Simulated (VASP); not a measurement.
# Hf3F2 (Pm-3m) in VASP: further runs, part 2 of 2

VASP 6.6.1.

**4. Relaxation of cell and atoms, PBE**

INCAR reads:

```
SYSTEM = Hf3F2
PREC = Accurate
ENCUT = 600
EDIFF = 1E-7
ISMEAR = 0
SIGMA = 0.1
LREAL = .False.
LASPH = .True.
NELM = 60
ALGO = Normal
ISIF = 3
LWAVE = .False.
LCHARG = .False.
GGA = PE
IBRION = 2
NSW = 90
EDIFFG = -0.04
```

KPOINTS reads:

```
Automatic mesh
0
Gamma
  4 4 4
  0 0 0
```

POSCAR reads:

```
Hf3F2
1.0
    4.2846462100      0.0000000000      0.0000000000
    0.0000000000      4.2846462100      0.0000000000
    0.0000000000      0.0000000000      4.2846462100
Hf F
3 2
Direct
    0.5000000000      0.0000000000      0.0000000000
    0.0000000000      0.5000000000      0.0000000000
    0.0000000000      0.0000000000      0.5000000000
    0.0000000000      0.0000000000      0.0000000000
    0.5000000000      0.5000000000      0.5000000000
```

Potentials or basis: VASP PAW PBE potentials, release 64 (Hf_pv, F).

The run is started by

```
$ cat potpaw_PBE.64/Hf_pv/POTCAR potpaw_PBE.64/F/POTCAR > POTCAR
$ mpirun -np 1 vasp_std > vasp.out
```

OUTCAR:

```text
SYSTEM = Hf3F2
   PREC = Accurate
   ENCUT = 600
   EDIFF = 1E-7
   ISMEAR = 0
   LREAL = .False.
   LASPH = .True.
   NELM = 60
   ISIF = 3
   GGA = PE
   IBRION = 2
   NSW = 90
   EDIFFG = -0.04

 ion  position               nearest neighbor table
   1  0.500  0.000  0.000-   4 2.14   4 2.14   2 3.03   3 3.03   2 3.03   2 3.03   3 3.03   3 3.03
                             3 3.03   2 3.03
   2  0.000  0.500  0.000-   4 2.14   4 2.14   1 3.03   3 3.03   1 3.03   3 3.03   3 3.03   3 3.03
                             1 3.03   1 3.03
   3  0.000  0.000  0.500-   4 2.14   4 2.14   1 3.03   1 3.03   2 3.03   2 3.03   2 3.03   2 3.03
                             1 3.03   1 3.03
   4  0.000  0.000  0.000-   1 2.14   2 2.14   3 2.14   3 2.14   2 2.14   1 2.14
   5  0.500  0.500  0.500-

  LATTYP: Found a simple cubic cell.
 ALAT       =     4.2846462100

  Lattice vectors:

 A1 = (   4.2846462100,   0.0000000000,   0.0000000000)
 A2 = (   0.0000000000,   4.2846462100,   0.0000000000)
 A3 = (   0.0000000000,   0.0000000000,   4.2846462100)

Analysis of symmetry for initial positions (statically):
[... 212 lines left out ...]
 Fermi energy:         3.6002182921

 k-point     1 :       0.0000    0.0000    0.0000
  band No.  band energies     occupation
      1     -28.1924      2.00000
      2     -28.1924      2.00000
      3     -28.1924      2.00000
      4     -27.8327      2.00000
      5     -27.8327      2.00000
      6     -27.8327      2.00000
[... 317 lines left out ...]
--------------------------------------- Ionic step        3  -------------------------------------------

 number of electron      44.0000016 magnetization

 Free energy of the ion-electron system (eV)
  ---------------------------------------------------
  ext. energy  EPLUGINS =         0.00000000
  ---------------------------------------------------
  free energy    TOTEN  =       -34.32754248 eV

  energy without entropy =      -34.28001998  energy(sigma->0) =      -34.30378123

 E-fermi :   4.1807     XC(G=0): -10.6790

 val. band max:        4.1707220520   @ k =   0.5000   0.5000   0.0000
 cond. band min:       4.1845400239   @ k =   0.5000   0.0000   0.0000
 fundamental gap:      0.0138179719
 Fermi energy:         4.1807418234

 k-point     1 :       0.0000    0.0000    0.0000
  band No.  band energies     occupation
      1     -27.5386      2.00000
      2     -27.5386      2.00000
      3     -27.5386      2.00000
      4     -27.0394      2.00000
      5     -27.0394      2.00000
      6     -27.0394      2.00000
[... 311 lines left out ...]
  FREE ENERGIE OF THE ION-ELECTRON SYSTEM (eV)
  ---------------------------------------------------
  free  energy   TOTEN  =       -34.3275424821 eV

  energy  without entropy=      -34.2800199760  energy(sigma->0) =      -34.30378123

 reached required accuracy - stopping structural energy minimisation
```

OSZICAR:

```text
N       E                     dE             d eps       ncg     rms          rms(c)
DAV:   1     0.255204493596E+03    0.25520E+03   -0.27477E+04   520   0.185E+03
DAV:   2    -0.190967086257E+02   -0.27430E+03   -0.27006E+03   612   0.419E+02
DAV:   3    -0.352589386128E+02   -0.16162E+02   -0.15698E+02   680   0.740E+01
[... 35 lines left out ...]
DAV:   8    -0.343275434528E+02   -0.72916E-04   -0.72032E-04   574   0.126E-01    0.785E-02
DAV:   9    -0.343275453003E+02   -0.18475E-05   -0.63727E-05   658   0.392E-02    0.356E-02
DAV:  10    -0.343275436463E+02    0.16540E-05   -0.68120E-06   584   0.144E-02    0.283E-02
DAV:  11    -0.343275424729E+02    0.11733E-05   -0.37145E-06   484   0.973E-03    0.643E-03
DAV:  12    -0.343275424821E+02   -0.91763E-08   -0.24868E-07   426   0.290E-03
   3 F= -.34327542E+02 E0= -.34303781E+02  d E =-.647067E+00
```

CONTCAR:

```text
Hf3F2
   1.00000000000000
     4.5175118179680913   -0.0000000000000000    0.0000000000000000
    -0.0000000000000000    4.5175118179680913    0.0000000000000000
     0.0000000000000000   -0.0000000000000000    4.5175118179680913
  Hf              F
     3     2
Direct
     0.5000000000000000    0.0000000000000000    0.0000000000000000
     0.0000000000000000    0.5000000000000000    0.0000000000000000
     0.0000000000000000    0.0000000000000000    0.5000000000000000
     0.0000000000000000    0.0000000000000000    0.0000000000000000
     0.5000000000000000    0.5000000000000000    0.5000000000000000

  0.00000000E+00  0.00000000E+00  0.00000000E+00
  0.00000000E+00  0.00000000E+00  0.00000000E+00
  0.00000000E+00  0.00000000E+00  0.00000000E+00
  0.00000000E+00  0.00000000E+00  0.00000000E+00
  0.00000000E+00  0.00000000E+00  0.00000000E+00
```

It took 2.1 min on 1 thread of Intel Xeon 8259CL, shared host; peak memory 0.22 GiB.

Results:

| Item | Value |
| --- | --- |
| Free energy | -34.3275 eV |
| Relaxed volume | 18.44 Å³/atom |
| Relaxed cell | a = 4.518 Å, b = 4.518 Å, c = 4.518 Å, α = 90.00°, β = 90.00°, γ = 90.00° |
| Space group after relaxing (to 0.1 Å) | Pm-3m (No. 221) |
| Energy gained by relaxing | 129.4 meV/atom |
| Ionic steps | 3 |
| Pressure after relaxing | 0.3 GPa |
| Band gap on the k mesh | zero (bands 22 and 23 overlap by 2.30 eV) |

The path:
```csv
step,energy change (eV),largest force (eV/Å),pressure (GPa),volume (Å³)
1,0.0000,0.0000,17.55,78.66
2,-0.5106,0.0000,-5.54,99.95
3,-0.6471,0.0000,0.27,92.19
```

Final structure:
```
Hf F
1.0
     4.51751    0.00000    0.00000
     0.00000    4.51751    0.00000
     0.00000    0.00000    4.51751
Hf F
3 2
Direct
  0.50000 0.00000 0.00000
  0.00000 0.50000 0.00000
  0.00000 0.00000 0.50000
  0.00000 0.00000 0.00000
  0.50000 0.50000 0.50000
```

Levels at points of the mesh, in eV from the Fermi level:
| k point | band 20 | band 21 | band 22 | band 23 | band 24 | band 25 |
| --- | --- | --- | --- | --- | --- | --- |
| (0.00, 0.00, 0.00) | -1.99 | -1.99 | -1.74 | -1.74 | 0.97 | 2.64 |
| (0.50, 0.00, 0.00) | -1.60 | -0.11 | -0.11 | 0.00 | 0.54 | 1.11 |
| (0.50, 0.50, 0.00) | -0.12 | -0.01 | 0.12 | 0.12 | 0.41 | 0.41 |
| (0.50, 0.50, 0.50) | -1.48 | -1.13 | 0.56 | 0.56 | 0.56 | 2.60 |

Caveat: the k points lie up to 0.35 Å⁻¹ apart in the final cell, too coarse for converged energies and pressures of a metal; the volume moved by over 15 % at a fixed basis, so the end points are rough; spin-orbit coupling is left out, which moves the levels of the heavy elements.

**5. Single point, PBE**

This run uses another cell than the first one, of 18.52 Å³/atom.

INCAR reads:

```
ALGO     = Normal         # electronic algorithm
EDIFF    = 1E-7           # SCF threshold, eV
ENCUT    = 520            # plane-wave cutoff, eV
GGA      = PE             # functional
ISIF     = 2              # what is computed and relaxed
ISMEAR   = 0              # smearing method
LASPH    = True           # aspherical terms in the spheres
LCHARG   = False          # write CHGCAR
LREAL    = False          # projectors in reciprocal space
LWAVE    = False          # write WAVECAR
NBANDS   = 30             # bands
NELM     = 80             # most SCF steps
PREC     = Accurate       # precision mode
SIGMA    = 0.1            # smearing width, eV
```

KPOINTS reads:

```
k-points
0
Gamma
  8 8 8
```

Changes to POSCAR since step 4:

```diff
@@ -2,5 +2,5 @@
 1.0
-    4.2846462100      0.0000000000      0.0000000000
-    0.0000000000      4.2846462100      0.0000000000
-    0.0000000000      0.0000000000      4.2846462100
+    4.5244590139      0.0000000000      0.0000000000
+    0.0000000000      4.5244590139      0.0000000000
+    0.0000000000      0.0000000000      4.5244590139
 Hf F
```

Potentials or basis: VASP PAW PBE potentials, release 64 (Hf_pv, F).

The run is started by

```
$ cat potpaw_PBE.64/Hf_pv/POTCAR potpaw_PBE.64/F/POTCAR > POTCAR
$ mpirun -np 1 vasp_std > vasp.out
```

OUTCAR:

```text
EDIFF = 1E-7
   ENCUT = 520
   GGA = PE
   ISIF = 2
   ISMEAR = 0
   LASPH = True
   LREAL = False
   NELM = 80
   PREC = Accurate

 ion  position               nearest neighbor table
   1  0.500  0.000  0.000-   4 2.26   4 2.26   2 3.20   3 3.20   2 3.20   2 3.20   3 3.20   3 3.20
                             3 3.20   2 3.20
   2  0.000  0.500  0.000-   4 2.26   4 2.26   1 3.20   3 3.20   1 3.20   3 3.20   3 3.20   3 3.20
                             1 3.20   1 3.20
   3  0.000  0.000  0.500-   4 2.26   4 2.26   1 3.20   1 3.20   2 3.20   2 3.20   2 3.20   2 3.20
[... 1000 lines left out ...]
  -------------------------------------------------------------------------------------
  Total       -0.6263744     -0.6263744     -0.6263744      0.0000000      0.0000000      0.0000000
  in kB      -10.8353912    -10.8353912    -10.8353912      0.0000000      0.0000000      0.0000000
  external PRESSURE =     -10.8353912 kB  Pullay stress =       0.0000000 kB

 VOLUME and BASIS-vectors are now :
 -----------------------------------------------------------------------------
  energy-cutoff  :      520.00
  volume of cell :       92.62
      direct lattice vectors                 reciprocal lattice vectors
     4.524459014  0.000000000  0.000000000     0.221020899  0.000000000  0.000000000
     0.000000000  4.524459014  0.000000000     0.000000000  0.221020899  0.000000000
     0.000000000  0.000000000  4.524459014     0.000000000  0.000000000  0.221020899

 POSITION                                       TOTAL-FORCE (eV/Angst)
 -----------------------------------------------------------------------------------
      2.26223      0.00000      0.00000         0.000000      0.000000      0.000000
      0.00000      2.26223      0.00000         0.000000      0.000000      0.000000
      0.00000      0.00000      2.26223         0.000000      0.000000      0.000000
      0.00000      0.00000      0.00000         0.000000      0.000000      0.000000
      2.26223      2.26223      2.26223         0.000000      0.000000      0.000000
 -----------------------------------------------------------------------------------
    total drift:                                0.000000      0.000000     -0.000000

  FREE ENERGIE OF THE ION-ELECTRON SYSTEM (eV)
  ---------------------------------------------------
  free  energy   TOTEN  =       -34.4751488196 eV

  energy  without entropy=      -34.4519354743  energy(sigma->0) =      -34.46354215
```

stdout:

```text
POSCAR found type information on POSCAR HfF
 POSCAR found :  2 types and       5 ions
 scaLAPACK will be used
 LDA part: xc-table for (Slater+PW92), standard interpolation
 POSCAR, INCAR and KPOINTS ok, starting setup
 FFT: planning ... GRIDC
 FFT: planning ... GRID_SOFT
 FFT: planning ... GRID
 WAVECAR not read
 entering main loop
```

Wall time 2.5 min (1 thread of Intel Xeon 8259CL, shared host); peak memory 0.25 GiB.

What came out:

```yaml
Free_energy: -34.4751 eV
Pressure: -1.1 GPa
Band_gap_on_the_k_mesh: zero (bands 22 and 23 overlap by 2.30 eV)
```

Caveat: spin-orbit coupling is left out, which moves the levels of the heavy elements.

**6. Relaxation of cell and atoms, PBE**

This run uses another cell than the first one, of 18.69 Å³/atom.

INCAR reads:

```
SYSTEM = Hf3F2
ALGO = Normal
EDIFF = 1E-6
EDIFFG = -0.01
ENCUT = 600
GGA = PE
IBRION = 2
ISIF = 3
ISMEAR = 0
LASPH = .True.
LCHARG = .False.
LREAL = .False.
LWAVE = .False.
NELM = 80
NSW = 100
PREC = Accurate
SIGMA = 0.1
```

KPOINTS reads:

```
k-points
0
Gamma
  8 8 8
  0 0 0
```

Changes to POSCAR since step 5:

```diff
@@ -2,5 +2,5 @@
 1.0
-    4.5244590139      0.0000000000      0.0000000000
-    0.0000000000      4.5244590139      0.0000000000
-    0.0000000000      0.0000000000      4.5244590139
+    4.5378459313      0.0000000000      0.0000000000
+    0.0000000000      4.5378459313      0.0000000000
+    0.0000000000      0.0000000000      4.5378459313
 Hf F
```

Potentials or basis: VASP PAW PBE potentials, release 64 (Hf_pv, F).

The run is started by

```
$ cat potpaw_PBE.64/Hf_pv/POTCAR potpaw_PBE.64/F/POTCAR > POTCAR
$ mpirun -np 1 vasp_std > vasp.out
```

It took 4 min on 1 thread of Intel Xeon 8259CL, shared host; peak memory 0.27 GiB.

The run converged. Its results:

```yaml
Free_energy: -34.4852 eV
Relaxed_volume: 18.26 Å³/atom
Relaxed_cell: a = 4.503 Å, b = 4.503 Å, c = 4.503 Å, α = 90.00°, β = 90.00°, γ = 90.00°
Space_group_after_relaxing_to_0.1_Å: Pm-3m (No. 221)
Energy_gained_by_relaxing: 2.4 meV/atom
Ionic_steps: 3
Pressure_after_relaxing: 0.0 GPa
Band_gap_on_the_k_mesh: zero (bands 22 and 23 overlap by 2.33 eV)
```

The path:
```tsv
step	energy change (eV)	largest force (eV/Å)	pressure (GPa)	volume (Å³)
1	0.0000	0.0000	-1.78	93.44
2	-0.0109	0.0000	0.60	90.66
3	-0.0121	0.0000	0.00	91.32
```

Final structure:
```yaml
crystal:
  lattice:
    - [4.50318, 0.00000, 0.00000]
    - [0.00000, 4.50318, 0.00000]
    - [0.00000, 0.00000, 4.50318]
  atoms:
    - { symbol: Hf, position: [0.50000, 0.00000, 0.00000] }
    - { symbol: Hf, position: [0.00000, 0.50000, 0.00000] }
    - { symbol: Hf, position: [0.00000, 0.00000, 0.50000] }
    - { symbol: F, position: [0.00000, 0.00000, 0.00000] }
    - { symbol: F, position: [0.50000, 0.50000, 0.50000] }
```

Levels at points of the mesh, in eV from the Fermi level:
```csv
k point,band 18,band 19,band 20,band 21,band 22,band 23,band 24,band 25,band 26
"(0.00, 0.00, 0.00)",-4.12,-2.01,-2.01,-2.01,-1.76,-1.76,1.01,2.68,2.68
"(0.50, 0.00, 0.00)",-1.97,-1.68,-1.62,-0.11,-0.11,0.01,0.57,1.14,1.14
"(0.50, 0.50, 0.00)",-0.60,-0.60,-0.08,0.00,0.13,0.13,0.41,0.41,0.42
"(0.50, 0.50, 0.50)",-1.48,-1.48,-1.48,-1.15,0.57,0.57,0.57,2.63,2.63
```

Caveat: spin-orbit coupling is left out, which moves the levels of the heavy elements.

**7. Overview**

| task | cell | k mesh | cutoff (eV) | gap on the mesh (eV) | pressure (GPa) | relaxed volume (Å³/atom) |
| --- | --- | --- | --- | --- | --- | --- |
| single point | a = 4.285 Å, 5 atoms | 4 × 4 × 4 | 520 | none | 17.6 | - |
| single point | a = 4.538 Å, 5 atoms | 4 × 4 × 4 | 520 | none | -0.9 | - |
| relaxation of cell and atoms | relaxed from a = 4.285 Å, 5 atoms | 4 × 4 × 4 | 600 | none | 0.3 | 18.44 |
| single point | a = 4.524 Å, 5 atoms | 8 × 8 × 8 | 520 | none | -1.1 | - |
| relaxation of cell and atoms | relaxed from a = 4.538 Å, 5 atoms | 8 × 8 × 8 | 600 | none | 0.0 | 18.26 |

Alike in all rows: level PBE; potentials or basis VASP PAW PBE potentials, release 64 (Hf_pv, F); no spin polarisation; smearing gaussian 0.1 eV.

Caveats: some runs use coarse meshes; spin-orbit coupling is left out, which moves the levels of the heavy elements; the volume moved by over 15 % at a fixed basis, so the end points are rough (at least some runs).

Total energies depend on the potentials used, so only differences within one code and one set of settings carry meaning.
